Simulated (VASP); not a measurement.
# TiO2 (CdI2 type) (P-3m1) in VASP: notebook

TiO2 (CdI2 type) is run at these levels: PBE; tasks: single point, relaxation of cell and atoms.

Everything below comes from runs of VASP 6.6.1. Logs are shortened: lines on timing, memory, paths and dates and some standing lists are left out, and cuts for length are marked.

**1. The cell of the first run**

Symmetry: P-3m1, No. 164, trigonal system. Conventional cell: a = 2.989 Å, b = 2.989 Å, c = 5.493 Å, α = 90.00°, β = 90.00°, γ = 120.00°. Within 2.6 Å of Ti (site symmetry -3m) lie 6 O at 1.98 Å. Within 2.6 Å of O (site symmetry 3m) lie 3 Ti at 1.98 Å and 3 O at 2.59 Å.

**2. Single point, PBE**

File INCAR:

```
  ALGO = Normal
  EDIFF = 1E-6
  ENCUT = 520
  GGA = PE
  ISIF = 2
  ISMEAR = -1
  LASPH = True
  LCHARG = False
  LREAL = False
  LWAVE = False
  NBANDS = 19
  NELM = 100
  PREC = Accurate
  SIGMA = 0.05
```

File KPOINTS:

```
k-points
0
Gamma
  13 13 7
```

File POSCAR:

```
TiO2
1.0
    2.9893869979      0.0000000000      0.0000000000
   -1.4946934990      2.5888850819      0.0000000000
    0.0000000000      0.0000000000      5.4931511580
Ti O
1 2
Direct
    0.0000000000      0.0000000000      0.0000000000
    0.3333333333      0.6666666667      0.1756580322
    0.6666666667      0.3333333333      0.8243419678
```

Potentials or basis: VASP PAW PBE potentials, release 64 (Ti_sv, O).

Command:

```bash
$ cat potpaw_PBE.64/Ti_sv/POTCAR potpaw_PBE.64/O/POTCAR > POTCAR
$ mpirun -np 1 vasp_std > vasp.out
```

OUTCAR:

```text
EDIFF = 1E-6
   ENCUT = 520
   GGA = PE
   ISIF = 2
   ISMEAR = -1
   LASPH = True
   LREAL = False
   NELM = 100
   PREC = Accurate

 ion  position               nearest neighbor table
   1  0.000  0.000  0.000-   2 1.98   3 1.98   3 1.98   2 1.98   3 1.98   2 1.98
   2  0.333  0.667  0.176-   1 1.98   1 1.98   1 1.98
   3  0.667  0.333  0.824-   1 1.98   1 1.98   1 1.98

  LATTYP: Found a hexagonal cell.
 ALAT       =     2.9893869979
 C/A-ratio  =     1.8375510303

  Lattice vectors:

 A1 = (   2.9893869979,   0.0000000000,   0.0000000000)
 A2 = (  -1.4946934990,   2.5888850819,   0.0000000000)
 A3 = (   0.0000000000,   0.0000000000,   5.4931511580)

Analysis of symmetry for initial positions (statically):
=====================================================================
 Subroutine PRICEL returns:
 Original cell was already a primitive cell.

 Routine SETGRP: Setting up the symmetry group for a
 hexagonal supercell.

 Subroutine GETGRP returns: Found 12 space group operations
 (whereof 12 operations were pure point group operations)
 out of a pool of 24 trial point group operations.

The static configuration has the point symmetry D_3d.

Analysis of symmetry for dynamics (positions and initial velocities):
=====================================================================
 Subroutine PRICEL returns:
 Original cell was already a primitive cell.

 Routine SETGRP: Setting up the symmetry group for a
 hexagonal supercell.

 Subroutine GETGRP returns: Found 12 space group operations
 (whereof 12 operations were pure point group operations)
 out of a pool of 24 trial point group operations.

The dynamic configuration has the point symmetry D_3d.

 Subroutine INISYM returns: Found 12 space group operations
 (whereof 12 operations are pure point group operations),
 and found     1 'primitive' translations

----------------------------------------------------------------------------------------

                                     Primitive cell

  volume of cell :      42.5125

  direct lattice vectors                    reciprocal lattice vectors
     2.989386998  0.000000000  0.000000000     0.334516742  0.193133331  0.000000000
    -1.494693499  2.588885082  0.000000000     0.000000000  0.386266662  0.000000000
     0.000000000  0.000000000  5.493151158     0.000000000  0.000000000  0.182044872

  length of vectors
     2.989386998  2.989386998  5.493151158     0.386266662  0.386266662  0.182044872

  position of ions in fractional coordinates (direct lattice)
     0.000000000  0.000000000  0.000000000
     0.333333333  0.666666667  0.175658032
     0.666666667  0.333333333  0.824341968

  ion indices of the primitive-cell ions
   primitive index   ion index
                 1           1
                 2           2
                 3           3

----------------------------------------------------------------------------------------

 KPOINTS: k-points

Automatic generation of k-mesh.
 Grid dimensions read from file:
 generate k-points for:   13   13    7

 Generating k-lattice:

  Cartesian coordinates                     Fractional coordinates (reciprocal lattice)
     0.025732057  0.014856410  0.000000000     0.076923077 -0.000000000  0.000000000
     0.000000000  0.029712820  0.000000000     0.000000000  0.076923077  0.000000000
     0.000000000  0.000000000  0.026006410     0.000000000  0.000000000  0.142857143

  Length of vectors
     0.029712820  0.029712820  0.026006410

  Shift w.r.t. Gamma in fractional coordinates (k-lattice)
     0.000000000  0.000000000  0.000000000

 Subroutine IBZKPT returns following result:
 ===========================================

 Found    126 irreducible k-points:

 Following reciprocal coordinates:
            Coordinates               Weight
  0.000000  0.000000  0.000000      1.000000
  0.076923  0.000000  0.000000      6.000000
  0.153846 -0.000000  0.000000      6.000000
  0.230769  0.000000  0.000000      6.000000
  0.307692 -0.000000  0.000000      6.000000
  0.384615 -0.000000  0.000000      6.000000
[... 16 lines left out ...]
  0.076923  0.000000  0.142857      6.000000
  0.000000  0.076923  0.142857      6.000000
 [... further k-points ...]
   k-points           NKPTS =    126   k-points in BZ     NKDIM =    126   number of bands    NBANDS=     19
   number of dos      NEDOS =    301   number of ions     NIONS =      3
   total plane-waves  NPLWV =  24192
   dimension x,y,z NGX =    24 NGY =   24 NGZ =   42
   dimension x,y,z NGXF=    48 NGYF=   48 NGZF=   84
   ions per type =               1   2
   NGX,Y,Z   is equivalent  to a cutoff of  13.35, 13.35, 12.71 a.u.
   NGXF,Y,Z  is equivalent  to a cutoff of  26.69, 26.69, 25.42 a.u.
 SYSTEM =  unknown system
   PREC   = accura    normal or accurate (medium, high low for compatibility)
   ISTART =      0    job   : 0-new  1-cont  2-samecut
   ICHARG =      2    charge: 1-file 2-atom 10-const
   ISPIN  =      1    spin polarized calculation?
   LNONCOLLINEAR =      F non collinear calculations
   LSORBIT =      F    spin-orbit coupling
   LASPH  =      T    aspherical Exc in radial PAW
   ENCUT  =  520.0 eV  38.22 Ry    6.18 a.u.   5.56  5.56 10.21*2*pi/ulx,y,z
   NELM   =    100;   NELMIN=  2; NELMDL= -5     # of ELM steps
   EDIFF  = 0.1E-05   stopping-criterion for ELM
   LREAL  =      F    real-space projection
   EDIFFG = 0.1E-04   stopping-criterion for IOM
   NSW    =      0    number of steps for IOM
   IBRION =     -1    ionic relax: 0-MD 1-quasi-New 2-CG
   NFREE  =      0    steps in history (QN), initial steepest desc. (CG)
   ISIF   =      2    stress and relaxation
   ISYM   =      2    0-nonsym 1-usesym 2-fastsym
   POTIM  = 0.5000    time-step for ionic-motion
   TEBEG  =    0.0;   TEEND  =   0.0 temperature during run
   PSTRESS=    0.0 pullay stress
   NELECT =      24.0000    total number of electrons
   NUPDOWN=      -1.0000    fix difference up-down
   EMIN   =  10.00;   EMAX   =-10.00  energy-range for DOS
   EFERMI =   0.00;   METHOD = LEGACY
   ISMEAR =    -1;   SIGMA  =   0.05  broadening in eV -4-tet -1-fermi 0-gaus
   EFERMI_NEDOS =   21; number of points for ismear=-14 and -15
   IALGO  =     38    algorithm
   IMIX   =      4    mixing-type and parameters
     AMIX     =   0.40;   BMIX     =  1.00
     AMIX_MAG =   1.60;   BMIX_MAG =  1.00
  volume/ion in A,a.u.               =      14.17        95.63
  Fermi-wavevector in a.u.,A,eV,Ry     =   1.353027  2.556850 24.907937  1.830682
  Thomas-Fermi vector in A             =   2.480317
   LORBIT       =      0    0 simple, 1 ext, 2 COOP (PROOUT), +10 PAW based schemes
   GGA     = PE    functional components
   LHFCALC =     F    Hartree Fock is set to
   AEXX    =    0.0000 exact exchange contribution
   IVDW    =     0    specifies the selected vdW correction
   LEPSILON=     F    determine dielectric tensor
   LRPA    =     F    only Hartree local field effects (RPA)
 non-spin polarized calculation
  energy-cutoff  :      520.00
  volume of cell :       42.51
 maximum number of plane-waves:      1171
 NGX is ok and might be reduce to    24
   NGX = 11   NGY = 11   NGZ = 21

 number of electron      24.0000008 magnetization

 Free energy of the ion-electron system (eV)
  ---------------------------------------------------
  ext. energy  EPLUGINS =         0.00000000
  ---------------------------------------------------
  free energy    TOTEN  =       -26.49731521 eV

  energy without entropy =      -26.49731521  energy(sigma->0) =      -26.49731521

 E-fermi :   2.0550     XC(G=0):  -9.2256

 val. band max:        0.9178647737   @ k =   0.1538   0.1538   0.0000
 cond. band min:       3.5503520938   @ k =   0.0000   0.0000   0.4286
 fundamental gap:      2.6324873201
 Fermi energy:         2.0550389351

 k-point     1 :       0.0000    0.0000    0.0000
  band No.  band energies     occupation
      1     -55.4987      2.00000
      2     -31.7622      2.00000
      3     -31.4804      2.00000
      4     -31.4804      2.00000
      5     -16.5631      2.00000
      6     -14.7735      2.00000
[... 11 lines left out ...]
     18       8.2508      0.00000
     19      12.0699      0.00000

 k-point     2 :       0.0769    0.0000    0.0000
  band No.  band energies     occupation
      1     -55.4947      2.00000
      2     -31.7550      2.00000
      3     -31.5149      2.00000
      4     -31.4868      2.00000
      5     -16.4858      2.00000
      6     -14.8140      2.00000
[... 11 lines left out ...]
     18       8.4638      0.00000
     19      12.3542      0.00000

 k-point     3 :       0.1538   -0.0000    0.0000
  band No.  band energies     occupation
      1     -55.4836      2.00000
      2     -31.7353      2.00000
      3     -31.6092      2.00000
      4     -31.5047      2.00000
      5     -16.2725      2.00000
      6     -14.9227      2.00000
[... 11 lines left out ...]
     18       9.0484      0.00000
     19      13.0423      0.00000

 k-point     4 :       0.2308    0.0000    0.0000
  band No.  band energies     occupation
      1     -55.4678      2.00000
      2     -31.7455      2.00000
      3     -31.7012      2.00000
      4     -31.5297      2.00000
      5     -15.9798      2.00000
      6     -15.0598      2.00000
[... 11 lines left out ...]
     18       9.8575      0.00000
     19      13.8589      0.00000

 k-point     5 :       0.3077   -0.0000    0.0000
  band No.  band energies     occupation
      1     -55.4510      2.00000
      2     -31.8781      2.00000
      3     -31.6736      2.00000
      4     -31.5561      2.00000
      5     -15.7183      2.00000
      6     -15.1430      2.00000
[... 11 lines left out ...]
     18      10.7723      0.00000
     19      14.6185      0.00000
[... 334 lines left out ...]
      2     -31.9116      2.00000
      3     -31.8211      2.00000
      4     -31.6193      2.00000
      5     -15.2941      2.00000
      6     -15.2068      2.00000
[... 11 lines left out ...]
     18      14.1564      0.00000
     19      15.1081      0.00000

 k-point    22 :       0.0000    0.0000    0.1429
  band No.  band energies     occupation
      1     -55.4987      2.00000
      2     -31.7623      2.00000
      3     -31.4804      2.00000
      4     -31.4804      2.00000
      5     -16.5599      2.00000
      6     -14.7784      2.00000
[... 11 lines left out ...]
     18       8.4261      0.00000
     19      11.9188      0.00000

 k-point    23 :       0.0769    0.0000    0.1429
  band No.  band energies     occupation
      1     -55.4947      2.00000
      2     -31.7550      2.00000
      3     -31.5150      2.00000
      4     -31.4868      2.00000
      5     -16.4827      2.00000
      6     -14.8189      2.00000
[... 11 lines left out ...]
     18       8.6275      0.00000
     19      12.1910      0.00000

 k-point    24 :       0.0000    0.0769    0.1429
  band No.  band energies     occupation
      1     -55.4947      2.00000
      2     -31.7550      2.00000
      3     -31.5149      2.00000
      4     -31.4868      2.00000
      5     -16.4827      2.00000
      6     -14.8187      2.00000
[... 11 lines left out ...]
     18       8.6691      0.00000
     19      12.1746      0.00000

 [... further k-points ...]
[... 5 lines left out ...]
  --------------------------------------------------------------------------------------
  -------------------------------------------------------------------------------------
  Total        0.1921271      0.1921271      0.0667606     -0.0000000     -0.0000000      0.0000000
  in kB        7.2407374      7.2407374      2.5160231     -0.0000000     -0.0000000      0.0000000
  external PRESSURE =       5.6658326 kB  Pullay stress =       0.0000000 kB

 VOLUME and BASIS-vectors are now :
 -----------------------------------------------------------------------------
  energy-cutoff  :      520.00
  volume of cell :       42.51
      direct lattice vectors                 reciprocal lattice vectors
     2.989386998  0.000000000  0.000000000     0.334516742  0.193133331  0.000000000
    -1.494693499  2.588885082  0.000000000     0.000000000  0.386266662  0.000000000
     0.000000000  0.000000000  5.493151158     0.000000000  0.000000000  0.182044872

 POSITION                                       TOTAL-FORCE (eV/Angst)
 -----------------------------------------------------------------------------------
      0.00000      0.00000      0.00000        -0.000000      0.000000      0.000000
     -0.00000      1.72592      0.96492        -0.000000      0.000000      0.058992
      1.49469      0.86296      4.52824         0.000000     -0.000000     -0.058992
 -----------------------------------------------------------------------------------
    total drift:                                0.000000     -0.000000      0.000000

  FREE ENERGIE OF THE ION-ELECTRON SYSTEM (eV)
  ---------------------------------------------------
  free  energy   TOTEN  =       -26.4973152098 eV

  energy  without entropy=      -26.4973152098  energy(sigma->0) =      -26.49731521
```

Wall time 2.2 min (1 thread of AMD EPYC 7R43 (Zen 3), shared host); peak memory 0.19 GiB.

Results:

```
Free energy            : -26.4973 eV
Pressure               : 0.6 GPa
Largest force          : 0.059 eV/Å
Band gap on the k mesh : 2.63 eV, indirect (least direct gap 2.87 eV)
```

Forces in eV/Å, atoms in the order of the input:
```
Ti   0.000  0.000  0.000
O    0.000  0.000  0.059
O    0.000  0.000 -0.059
```

Stress tensor (GPa, compression positive):
```
0.72 0.00 0.00
0.00 0.72 0.00
0.00 0.00 0.25
```

A k mesh can miss the band edges.

(Part 1 of 2 ends here.)
